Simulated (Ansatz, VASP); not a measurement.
## Sn in VASP and in Ansatz

```
CELL_PARAMETERS angstrom
0.00000 3.18461 3.28310
3.28310 0.00000 3.28310
3.28310 3.18461 0.00000
ATOMIC_POSITIONS crystal
Sn 0.50000 0.50000 0.50000
Sn 0.75000 0.75000 0.75000
```

Change from the starting cell: strain -0.0300 x Voigt [0, 1, 0, 0, 0, 0], atoms carried along.

Alike in both runs: task single point; functional r2SCAN; k mesh 16 × 16 × 16; occupations gaussian, width 0.15 eV; no spin polarisation.

```csv
,VASP,Ansatz
version,VASP 6.6.1,Ansatz 0.2.0
potentials or method,"VASP PAW PBE potentials, release 64 (Sn_d), cutoff 520 eV","scalar-relativistic, plane waves, PAW"
valence electrons in the cell,28,28
```

```tsv
	VASP	Ansatz	Ansatz less VASP
gap on the k mesh at the Fermi level (eV)	0.13	0.13	+0.001
least direct gap on the mesh (eV)	0.21	0.21	0.000
pressure (GPa)	1.4	1.4	+0.04
traceless stress, the component that is largest in VASP (GPa)	0.69	0.69	0.000
```

VASP's potentials were made for PBE, not for r2SCAN. The functional is the same, so the differences come from potentials, cutoffs and numerics.
